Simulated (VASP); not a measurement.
**BN: single point with PBE**

The system is BN.

```
B N
1.0
    -0.13593    1.90754    1.81239
     1.81239   -0.13593    1.81239
     1.67646    1.77161    0.00000
B N
1 1
Direct
  0.00000 0.00000 0.00000
  0.75000 0.75000 0.75000
```

This cell differs from its parent crystal: engineering shear strain xz -0.1500, normal strain along z +0.0525.

| Quantity | Value |
| --- | --- |
| Program | VASP 6.6.1 |
| Task | single point |
| Functional | PBE |
| Potentials or basis | VASP PAW PBE potentials, release 64 (B, N) |
| Cutoff | 520 eV |
| k mesh | 12 × 12 × 12 |
| Occupations | gaussian, width 0.05 eV |
| Spin | no spin polarisation |

```yaml
Pressure: -8.4 GPa
Largest_force: 0.067 eV/Å
Band_gap_on_the_k_mesh: 2.95 eV, indirect (least direct gap 5.94 eV)
```

Forces on the atoms (eV/Å):
```
B    0.000  0.000 -0.067
N    0.000  0.000  0.067
```

Stress tensor (GPa, compression positive):
```
  4.72  55.98   0.00
 55.98 -25.46   0.00
  0.00   0.00  -4.58
```

Levels at points of the mesh, in eV from the valence-band top:
```csv
k point,band 1,band 2,band 3,band 4,band 5,band 6,band 7,band 8
"(0.00, 0.00, 0.00)",-19.96,-0.61,-0.34,0.00,5.94,6.66,10.36,11.70
"(0.50, 0.00, 0.00)",-16.56,-10.62,-1.87,-1.23,8.69,10.70,12.19,14.11
"(0.50, 0.50, 0.00)",-14.70,-8.61,-6.25,-3.78,2.95,9.74,16.44,17.27
"(0.00, 0.00, 0.50)",-15.42,-10.32,-2.98,-2.19,6.97,9.02,11.35,14.81
"(0.50, 0.00, 0.50)",-14.98,-9.36,-4.42,-4.34,4.72,9.44,15.19,16.09
"(0.00, 0.50, 0.50)",-14.45,-8.68,-5.07,-4.96,3.87,8.30,15.14,16.39
```

Wall time 110 s on 1 thread of AMD EPYC 7R13 (shared host), peak memory 0.14 GiB.

Caveat: the cell differs from its parent crystal (engineering shear strain xz -0.1500, normal strain along z +0.0525). A k mesh can miss the band edges.
